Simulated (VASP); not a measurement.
Wanted: the native input for a VASP 6.6.1 run.

| Item | Value |
| --- | --- |
| Task | single point |
| Functional | revPBE |
| Potentials or basis | VASP PAW PBE potentials, release 64 (Mn_pv) |
| Cutoff | 520 eV |
| k mesh | 24 × 24 × 13 |
| Occupations | fermi-dirac, width 0.05 eV |
| Spin | collinear spin, antiferromagnetic start |
| Starting moments | [0.702, -0.702] μB |
| Dipole correction | no |
| Further INCAR settings | ALGO = Normal; EDIFF = 1e-06; NBANDS = 24 |

The structure of Mn lies in POSCAR:

```
Mn
1.0
    2.4990927820      0.0000000000      0.0000000000
   -1.2495463910      2.1642778356      0.0000000000
    0.0000000000      0.0000000000      4.0574458969
Mn
2
Direct
    0.3333333333      0.6666666667      0.2500000000
    0.6666666667      0.3333333333      0.7500000000
```

This isn't the form of Mn at room conditions, which is a 58-atom cubic cell.

One way to write it, as run:

INCAR

```
ALGO = Normal ; EDIFF = 1E-6
ENCUT = 520 ; GGA = RE
ISIF = 2 ; ISMEAR = -1
ISPIN = 2 ; LASPH = True
LCHARG = False ; LMAXMIX = 4
LORBIT = 11 ; LREAL = False
LWAVE = False ; MAGMOM = 0.702 -0.702
NBANDS = 24 ; NELM = 150
PREC = Accurate ; SIGMA = 0.05
```

KPOINTS

```
k-points
0
Gamma
  24 24 13
```

Potentials or basis: VASP PAW PBE potentials, release 64 (Mn_pv).

Run with:

```bash
$ cat potpaw_PBE.64/Mn_pv/POTCAR > POTCAR
$ mpirun -np 1 vasp_std > vasp.out
```

It gave:

```yaml
Pressure: 0.4 GPa
Band_gap_on_the_k_mesh: zero (filled and empty bands overlap)
Net_moment: 0.00 μB per cell
Site_moments: Mn +0.76, -0.76 μB
Valence_electrons_inside_the_program's_atomic_spheres: Mn 11.94
```

Caveat: the PAW data sets were made with another functional, which shifts forces and pressure a little.

Wall time 3.9 min on 1 thread of Intel(R) Xeon(R) 6975P-C (Granite Rapids) (shared host), peak memory 0.38 GiB.
